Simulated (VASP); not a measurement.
# Hf in VASP: notebook

Runs on Hf. Level: PBE. Tasks: single point.

Everything below comes from runs of VASP 6.6.1. Logs are shortened: lines on timing, memory, paths and dates and some standing lists are left out, and cuts for length are marked.

### Step 1. The cell of the first run

The structure is cubic, space group Fm-3m (No. 225). Conventional cell: a = 4.494 Å, b = 4.494 Å, c = 4.494 Å, α = 90.00°, β = 90.00°, γ = 90.00°. Within 4.2 Å of Hf (site symmetry m-3m) lie 12 Hf at 3.18 Å.

### Step 2. Single point, PBE (strained)

INCAR

```
ALGO = Normal
EDIFF = 1E-6
ENCUT = 520
GGA = PE
ISIF = 2
ISMEAR = 0
LASPH = True
LCHARG = True
LELF = True
LREAL = False
LVHAR = True
LWAVE = False
NBANDS = 11
NELM = 80
PREC = Accurate
SIGMA = 0.1
```

KPOINTS

```
k-points
0
Gamma
  16 16 16
```

POSCAR

```
Hf
1.0
    0.0000000000      2.2471950000      2.2471950000
    2.2471950000      0.0000000000      2.2471950000
    2.2471950000      2.2471950000      0.0000000000
Hf
1
Direct
    0.0000000000      0.0000000000      0.0000000000
```

Potentials or basis: VASP PAW PBE potentials, release 64 (Hf_pv).

Run with:

```bash
cat potpaw_PBE.64/Hf_pv/POTCAR > POTCAR
mpirun -np 1 vasp_std > vasp.out
```

OUTCAR:

```text
EDIFF = 1E-6
   ENCUT = 520
   GGA = PE
   ISIF = 2
   ISMEAR = 0
   LASPH = True
   LREAL = False
   NELM = 80
   PREC = Accurate

 ion  position               nearest neighbor table
   1  0.000  0.000  0.000-

  LATTYP: Found a face centered cubic cell.
 ALAT       =     4.4943900000

  Lattice vectors:

 A1 = (   0.0000000000,   2.2471950000,   2.2471950000)
 A2 = (   2.2471950000,   0.0000000000,   2.2471950000)
 A3 = (   2.2471950000,   2.2471950000,   0.0000000000)

Analysis of symmetry for initial positions (statically):
=====================================================================
 Subroutine PRICEL returns:
 Original cell was already a primitive cell.

 Routine SETGRP: Setting up the symmetry group for a
 face centered cubic supercell.

 Subroutine GETGRP returns: Found 48 space group operations
 (whereof 48 operations were pure point group operations)
 out of a pool of 48 trial point group operations.

The static configuration has the point symmetry O_h .

Analysis of symmetry for dynamics (positions and initial velocities):
=====================================================================
 Subroutine PRICEL returns:
 Original cell was already a primitive cell.

 Routine SETGRP: Setting up the symmetry group for a
 face centered cubic supercell.

 Subroutine GETGRP returns: Found 48 space group operations
 (whereof 48 operations were pure point group operations)
 out of a pool of 48 trial point group operations.

The dynamic configuration has the point symmetry O_h .

 Subroutine INISYM returns: Found 48 space group operations
 (whereof 48 operations are pure point group operations),
 and found     1 'primitive' translations

----------------------------------------------------------------------------------------

                                     Primitive cell

  volume of cell :      22.6962

  direct lattice vectors                    reciprocal lattice vectors
     0.000000000  2.247195000  2.247195000    -0.222499605  0.222499605  0.222499605
     2.247195000  0.000000000  2.247195000     0.222499605 -0.222499605  0.222499605
     2.247195000  2.247195000  0.000000000     0.222499605  0.222499605 -0.222499605

  length of vectors
     3.178013646  3.178013646  3.178013646     0.385380621  0.385380621  0.385380621

  position of ions in fractional coordinates (direct lattice)
     0.000000000  0.000000000  0.000000000

  ion indices of the primitive-cell ions
   primitive index   ion index
                 1           1
[... 73 lines left out ...]
   LREAL  =      F    real-space projection
   EDIFFG = 0.1E-04   stopping-criterion for IOM
   NSW    =      0    number of steps for IOM
   IBRION =     -1    ionic relax: 0-MD 1-quasi-New 2-CG
   NFREE  =      0    steps in history (QN), initial steepest desc. (CG)
   ISIF   =      2    stress and relaxation
   ISYM   =      2    0-nonsym 1-usesym 2-fastsym
   POTIM  = 0.5000    time-step for ionic-motion
   TEBEG  =    0.0;   TEEND  =   0.0 temperature during run
   PSTRESS=    0.0 pullay stress
   NELECT =      10.0000    total number of electrons
   NUPDOWN=      -1.0000    fix difference up-down
   EMIN   =  10.00;   EMAX   =-10.00  energy-range for DOS
   EFERMI =   0.00;   METHOD = LEGACY
   ISMEAR =     0;   SIGMA  =   0.10  broadening in eV -4-tet -1-fermi 0-gaus
   EFERMI_NEDOS =   21; number of points for ismear=-14 and -15
   IALGO  =     38    algorithm
   IMIX   =      4    mixing-type and parameters
     AMIX     =   0.40;   BMIX     =  1.00
     AMIX_MAG =   1.60;   BMIX_MAG =  1.00
  volume/ion in A,a.u.               =      22.70       153.16
  Fermi-wavevector in a.u.,A,eV,Ry     =   1.245730  2.354089 21.114124  1.551844
  Thomas-Fermi vector in A             =   2.379940
   LORBIT       =      0    0 simple, 1 ext, 2 COOP (PROOUT), +10 PAW based schemes
   GGA     = PE    functional components
   LHFCALC =     F    Hartree Fock is set to
   AEXX    =    0.0000 exact exchange contribution
   IVDW    =     0    specifies the selected vdW correction
   LEPSILON=     F    determine dielectric tensor
   LRPA    =     F    only Hartree local field effects (RPA)
 non-spin polarized calculation
 Gauss-broadening in eV      SIGMA  =   0.10
  energy-cutoff  :      520.00
  volume of cell :       22.70
 maximum number of plane-waves:       622
   NGX = 11   NGY = 11   NGZ = 11

 number of electron      10.0000000 magnetization

 number of electron       9.9999999 magnetization

 Free energy of the ion-electron system (eV)
  ---------------------------------------------------
  ext. energy  EPLUGINS =         0.00000000
  ---------------------------------------------------
  free energy    TOTEN  =        -9.85432088 eV

  energy without entropy =       -9.84469828  energy(sigma->0) =       -9.84950958

 E-fermi :   4.6385     XC(G=0): -11.2207

 val. band max:        4.6283595750   @ k =  -0.2500   0.0625   0.0000
 cond. band min:       4.6407747073   @ k =  -0.3125   0.3750   0.1250
 fundamental gap:      0.0124151323
 Fermi energy:         4.6385036090

 k-point     1 :       0.0000    0.0000    0.0000
  band No.  band energies     occupation
      1     -25.4274      2.00000
      2     -25.4274      2.00000
      3     -25.4274      2.00000
      4      -2.5198      2.00000
      5       6.0375      0.00000
      6       6.0375      0.00000
      7       6.0375      0.00000
      8       8.7764      0.00000
      9       8.7764      0.00000
     10      15.9073      0.00000
     11      17.6568      0.00000
[... 309 lines left out ...]
 k-point    24 :      -0.0625    0.0625    0.0000
  band No.  band energies     occupation
      1     -25.5024      2.00000
      2     -25.4492      2.00000
      3     -25.4327      2.00000
      4      -2.1654      2.00000
      5       5.6802      0.00000
      6       6.2020      0.00000
      7       6.2151      0.00000
      8       8.4422      0.00000
      9       8.7658      0.00000
     10      16.6823      0.00000
     11      17.6551      0.00000

 [... further k-points ...]
[... 5 lines left out ...]
  --------------------------------------------------------------------------------------
  -------------------------------------------------------------------------------------
  Total       -0.1495044     -0.1495044     -0.1495044     -0.0000000     -0.0000000      0.0000000
  in kB      -10.5538830    -10.5538830    -10.5538830     -0.0000000     -0.0000000      0.0000000
  external PRESSURE =     -10.5538830 kB  Pullay stress =       0.0000000 kB

 VOLUME and BASIS-vectors are now :
 -----------------------------------------------------------------------------
  energy-cutoff  :      520.00
  volume of cell :       22.70
      direct lattice vectors                 reciprocal lattice vectors
     0.000000000  2.247195000  2.247195000    -0.222499605  0.222499605  0.222499605
     2.247195000  0.000000000  2.247195000     0.222499605 -0.222499605  0.222499605
     2.247195000  2.247195000  0.000000000     0.222499605  0.222499605 -0.222499605

 POSITION                                       TOTAL-FORCE (eV/Angst)
 -----------------------------------------------------------------------------------
      0.00000      0.00000      0.00000         0.000000      0.000000      0.000000
 -----------------------------------------------------------------------------------
    total drift:                               -0.000000      0.000000     -0.000000

  FREE ENERGIE OF THE ION-ELECTRON SYSTEM (eV)
  ---------------------------------------------------
  free  energy   TOTEN  =        -9.8543208766 eV

  energy  without entropy=       -9.8446982796  energy(sigma->0) =       -9.84950958
```

OSZICAR:

```text
N       E                     dE             d eps       ncg     rms          rms(c)
DAV:   1     0.130534690188E+02    0.13053E+02   -0.57016E+03  3190   0.838E+02
DAV:   2    -0.975698987656E+01   -0.22810E+02   -0.22122E+02  3970   0.155E+02
DAV:   3    -0.102001323459E+02   -0.44314E+00   -0.43957E+00  4095   0.149E+01
DAV:   4    -0.102018611744E+02   -0.17288E-02   -0.17283E-02  3651   0.110E+00
DAV:   5    -0.102018700956E+02   -0.89212E-05   -0.89211E-05  4044   0.714E-02    0.456E+01
DAV:   6    -0.994391554359E+01    0.25795E+00   -0.21840E-01  3562   0.350E+00    0.271E+01
DAV:   7    -0.985906524726E+01    0.84850E-01   -0.33549E-01  3682   0.421E+00    0.123E+00
DAV:   8    -0.985429066173E+01    0.47746E-02   -0.25729E-02  3547   0.114E+00    0.303E-01
DAV:   9    -0.985432026971E+01   -0.29608E-04   -0.39343E-04  3853   0.170E-01    0.537E-02
DAV:  10    -0.985432100951E+01   -0.73980E-06   -0.29734E-05  3718   0.421E-02    0.559E-02
DAV:  11    -0.985432087665E+01    0.13286E-06   -0.37339E-06  3713   0.145E-02
   1 F= -.98543209E+01 E0= -.98495096E+01  d E =-.962260E-02
```

It took 18 s on 1 thread of Intel Xeon Platinum 8488C (Sapphire Rapids), shared host; peak memory 0.16 GiB.

Results:

```yaml
Free_energy: -9.8543 eV
Pressure: -1.1 GPa
Band_gap_on_the_k_mesh: zero (band 5 reaches 6.04 eV, above the bottom of band 6 at 4.25 eV)
```

Caveat: the cell differs from its parent crystal (strained); spin-orbit coupling is left out, which moves the levels of the heavy elements.

(Continued in part 2 of 2.)
